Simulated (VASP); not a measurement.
Crystal: Ge3PdRu.

```
Ge Ru Pd
1.0
     4.30007    0.00000    0.00000
     0.00000    4.30007    0.00000
     0.00000    0.00000    5.18770
Ge Ru Pd
3 1 1
Cartesian
  0.0000 2.1500 0.0000
  2.1500 0.0000 0.0000
  2.1500 2.1500 2.5939
  2.1500 2.1500 0.0000
  0.0000 0.0000 0.0000
```

The cell was generated, and may not be a known phase.

| Item | Value |
| --- | --- |
| Program | VASP 6.6.1 |
| Task | relaxation of cell and atoms |
| Functional | PBE |
| Potentials or basis | VASP PAW PBE potentials, release 64 (Ge_d, Ru_pv, Pd) |
| Cutoff | 600 eV |
| k mesh | 4 × 4 × 4 |
| Occupations | gaussian, width 0.1 eV |
| Spin | no spin polarisation |

At the start: pressure 50.7 GPa; volume 19.18 Å³/atom.

Task: Where does the relaxation end?

Result: Over 11 steps the energy falls by 1149.2 meV/atom and the volume is 23.47 Å³/atom (+22.3 %); space group P4/mmm (No. 123, to 0.1 Å) before and after.

The path:
| step | energy change (eV) | largest force (eV/Å) | pressure (GPa) | volume (Å³) |
| --- | --- | --- | --- | --- |
| 1 | 0.0000 | 0.0000 | 50.74 | 95.92 |
| 2 | -0.0451 | 0.0000 | -11.62 | 198.61 |
| 3 | -5.3234 | 0.0000 | -6.43 | 132.55 |
| 4 | -5.4054 | 0.0000 | -4.60 | 129.18 |
| 5 | -5.4261 | 0.0000 | -2.81 | 126.43 |
| 6 | -5.4254 | 0.0000 | -3.25 | 127.08 |
| 7 | -5.7159 | 0.0000 | -1.76 | 120.69 |
| 8 | -5.7430 | 0.0000 | -0.74 | 118.52 |
| 9 | -5.7430 | 0.0000 | -0.73 | 118.35 |
| 10 | -5.7443 | 0.0000 | 0.67 | 116.56 |
| 11 | -5.7462 | 0.0000 | 0.05 | 117.33 |

Final structure:
```yaml
crystal:
  lattice:
    - [4.96043, 0.00000, 0.00000]
    - [0.00000, 4.96043, 0.00000]
    - [0.00000, 0.00000, 4.76839]
  atoms:
    - { symbol: Ge, position: [0.00000, 0.50000, 0.00000] }
    - { symbol: Ge, position: [0.50000, 0.00000, 0.00000] }
    - { symbol: Ge, position: [0.50000, 0.50000, 0.50000] }
    - { symbol: Ru, position: [0.50000, 0.50000, 0.00000] }
    - { symbol: Pd, position: [0.00000, 0.00000, 0.00000] }
```

Caveat: the k points lie up to 0.33 Å⁻¹ apart in the final cell; the volume moved by over 15 % at a fixed basis, so the end points are rough.
